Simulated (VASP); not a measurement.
Runs of VASP 6.6.1 on Y3Ti. The structure is that of space group I4/mmm (No. 139), or close to it. The cells are those of the table. 

```tsv
task	cell	k mesh	cutoff (eV)	gap on the mesh (eV)	pressure (GPa)
relaxation of cell and atoms	relaxed from a = 5.815 Å, angles 135.6, 135.6, 64.7°, 4 atoms	6 × 6 × 6	600	none	0.2
single point	a = 5.815 Å, angles 135.6, 135.6, 64.7°, 4 atoms	6 × 6 × 6	520	none	9.6
single point	a = 5.875 Å, angles 131.4, 131.4, 71.1°, 4 atoms	6 × 6 × 6	520	none	(a)
single point	a = 5.880 Å, angles 131.4, 131.4, 71.1°, 4 atoms	14 × 14 × 14	520	none	-0.2
```

Alike in all rows: level PBE; potentials or basis VASP PAW PBE potentials, release 64 (Y_sv, Ti_sv); no spin polarisation; smearing gaussian 0.1 eV.

**Question.** Fill in the values left out.

**Answer.** (a) 0.0.

Caveats: the stress differs along the axes, from 6 to 11 GPa (at least some runs).

A k mesh can miss the band edges, and the runs leave out spin-orbit coupling on Y.

A gap of «none» marks levels without a gap at the run's occupations.
